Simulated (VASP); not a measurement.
Write the native input for VASP 6.6.1 that does the following.

```
Task                   : relaxation of cell and atoms
Functional             : PBE
Potentials or basis    : VASP PAW PBE potentials, release 64 (Cu)
Cutoff                 : 600 eV
k mesh                 : 19 × 19 × 10
Occupations            : fermi-dirac, width 0.05 eV
Spin                   : no spin polarisation
Target pressure        : 120 GPa
Dipole correction      : no
Further INCAR settings : ALGO = Normal; EDIFF = 1e-06; IBRION = 2; EDIFFG = -0.005; NSW = 60; ISIF = 3
```

The structure of Cu lies in POSCAR:

```
Cu
1.0
    2.2868084533      0.0000000000      0.0000000000
   -1.1434042266      1.9804342142      0.0000000000
    0.0000000000      0.0000000000      3.7046296943
Cu
2
Direct
    0.3333333333      0.6666666667      0.2500000000
    0.6666666667      0.3333333333      0.7500000000
```

The input as run:

INCAR

```
PREC = Accurate
ENCUT = 600
EDIFF = 1E-6
ISMEAR = -1
SIGMA = 0.05
LREAL = F
LASPH = T
NELM = 100
ALGO = Normal
ISIF = 3
LWAVE = F
LCHARG = F
GGA = PE
IBRION = 2
NSW = 60
EDIFFG = -0.005
PSTRESS = 1200.0
```

KPOINTS

```
Automatic mesh
0
Gamma
  19 19 10
```

Potentials or basis: VASP PAW PBE potentials, release 64 (Cu).

Command:

```bash
$ cat potpaw_PBE.64/Cu/POTCAR > POTCAR
$ mpirun -np 1 vasp_std > vasp.out
```

It gave:

```
Relaxed volume                                         : 8.41 Å³/atom
Relaxed cell                                           : a = 2.278 Å, b = 2.278 Å, c = 3.742 Å, α = 90.00°, β = 90.00°, γ = 120.00°
Space group after relaxing (to 0.05 Å)                 : P6_3/mmc (No. 194)
Energy change on relaxing (the enthalpy is what falls) : -16.1 meV/atom
Ionic steps                                            : 5
Pressure after relaxing                                : 120.0 GPa
Band gap on the k mesh                                 : zero (band 11 reaches 17.38 eV, above the bottom of band 12 at 10.12 eV)
```

Caveat: the cell is relaxed towards a set pressure, so the enthalpy falls and the energy may rise.

Run time: 2.5 min on 1 thread of AMD EPYC 7R43 64-Core Processor (Zen 3) (shared host), peak memory 0.15 GiB.
